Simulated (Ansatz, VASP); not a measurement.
NiO in VASP and in Ansatz

File INCAR:

```
SYSTEM = NiO
PREC     = Accurate       ! precision mode
ENCUT    = 600            ! plane-wave cutoff, eV
EDIFF    = 1E-7           ! SCF threshold, eV
ISMEAR   = 0              ! smearing method
SIGMA    = 0.1            ! smearing width, eV
LREAL    = .False.        ! projectors in reciprocal space
LASPH    = .True.         ! aspherical terms in the spheres
NELM     = 150            ! most SCF steps
ALGO     = Normal         ! electronic algorithm
ISIF     = 3              ! what is computed and relaxed
LWAVE    = .False.        ! write WAVECAR
LCHARG   = .False.        ! write CHGCAR
ISPIN    = 2              ! spin polarisation
MAGMOM   = 1.61 0.33      ! initial moments
LORBIT   = 11             ! projections on sites
LMAXMIX  = 4              ! l up to which the mixer works
GGA      = PE             ! functional
IBRION   = 2              ! ionic algorithm
NSW      = 100            ! ionic steps
EDIFFG   = -0.005         ! ionic threshold
```

Contents of KPOINTS:

```
regular mesh
0
Gamma
  18 18 18
  0 0 0
```

Contents of POSCAR:

```
NiO
1.0
    0.0000000000      2.0859016414      2.0859016414
    2.0859016414      0.0000000000      2.0859016414
    2.0859016414      2.0859016414      0.0000000000
Ni O
1 1
Direct
    0.0000000000      0.0000000000      0.0000000000
    0.5000000000      0.5000000000      0.5000000000
```

Input for Ansatz:

```yaml
crystal:
  lattice:
    - [0.0, 2.0859016414, 2.0859016414]
    - [2.0859016414, 0.0, 2.0859016414]
    - [2.0859016414, 2.0859016414, 0.0]
  atoms:
    - { symbol: Ni, position: [0.0, 0.0, 0.0], spin: 1.61 }
    - { symbol: O, position: [0.5, 0.5, 0.5], spin: 0.33 }
basis:
  ecutwfc: 420
kpoints:
  mp_grid: { grid: [18, 18, 18] }
hamiltonian:
  xc: pbe
scf:
  occupations: { method: gaussian, width: 0.1 }
output:
  forces: true
  stress: true
  eigenvalues: true
  populations: true
  write_density: true
  write_potential: true
  elf: true
  volumetric_format: npy
magnetization:
  spin_polarized: true
relax:
  adjacent_minimum: "off"
  f_tol: 0.005
  max_steps: 80
  cell: { stress_tol: 0.05 }
```

Alike in both runs: task relaxation of cell and atoms; functional PBE; k mesh 18 × 18 × 18; occupations gaussian, width 0.1 eV; collinear spin.

|  | VASP | Ansatz |
| --- | --- | --- |
| version | VASP 6.6.1 | Ansatz 0.2.0 |
| potentials or method | VASP PAW PBE potentials, release 64 (Ni, O), cutoff 600 eV | scalar-relativistic, plane waves, PAW |
| valence electrons in the cell | 16 | 24 |

VASP gave:

- gap on the k mesh at the Fermi level, each at its own relaxed structure (eV): none
- net moment per atom (μB): 0.88
- size of the moment on the site where the two differ most (μB): 0.27
- relaxed volume (Å³/atom): 9.34
- relaxed length of the cell vector where the two differ most in proportion (Å): 2.978

**Question.** What did Ansatz give for the same quantities?

**Answer.** gap on the k mesh at the Fermi level, each at its own relaxed structure (eV): none; net moment per atom (μB): 0.90; size of the moment on the site where the two differ most (μB): 0.29; relaxed volume (Å³/atom): 9.37; relaxed length of the cell vector where the two differ most in proportion (Å): 2.981.

Site moments also hang on the region over which each program counts them. A gap of «none» marks a metal or a gap that the smearing closes. VASP's potentials hold 16 valence electrons a cell and Ansatz's 24, so a difference there can come from the potentials and not from the codes.
